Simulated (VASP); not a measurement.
Ru, 2 atoms in the cell. It takes space group P6_3/mmc (No. 194, hexagonal). Conventional cell: a = 2.704 Å, b = 2.704 Å, c = 4.282 Å, α = 90.00°, β = 90.00°, γ = 120.00°. Ru (site symmetry -6m2) has 12 Ru at 2.65 to 2.70 Å within 3.5 Å. 

```yaml
Program: VASP 6.6.1
Task: relaxation of cell and atoms
Functional: PBE
Potentials_or_basis: VASP PAW PBE potentials, release 64 (Ru_pv)
Cutoff: 600 eV
k_mesh: 13 × 13 × 8
Occupations: fermi-dirac, width 0.1 eV
Spin: no spin polarisation
Dipole_correction: no
Further_INCAR_settings: ALGO = Normal; EDIFF = 1e-07; IBRION = 2; EDIFFG = -0.01; NSW = 80; ISIF = 3
```

Potentials or basis: VASP PAW PBE potentials, release 64 (Ru_pv).

The run is started by

```sh
$ cat potpaw_PBE.64/Ru_pv/POTCAR > POTCAR
$ mpirun -np 1 vasp_std > vasp.out
```

Hardware: 1 thread of Intel(R) Xeon(R) Platinum 8488C (Sapphire Rapids), with other jobs on the host.

Estimate the wall time of this run.

It took 2.3 min on 1 thread of Intel(R) Xeon(R) Platinum 8488C (Sapphire Rapids), on a shared host, peak memory 0.19 GiB. Counts: scf iterations 52, k points 105, ion steps 6.
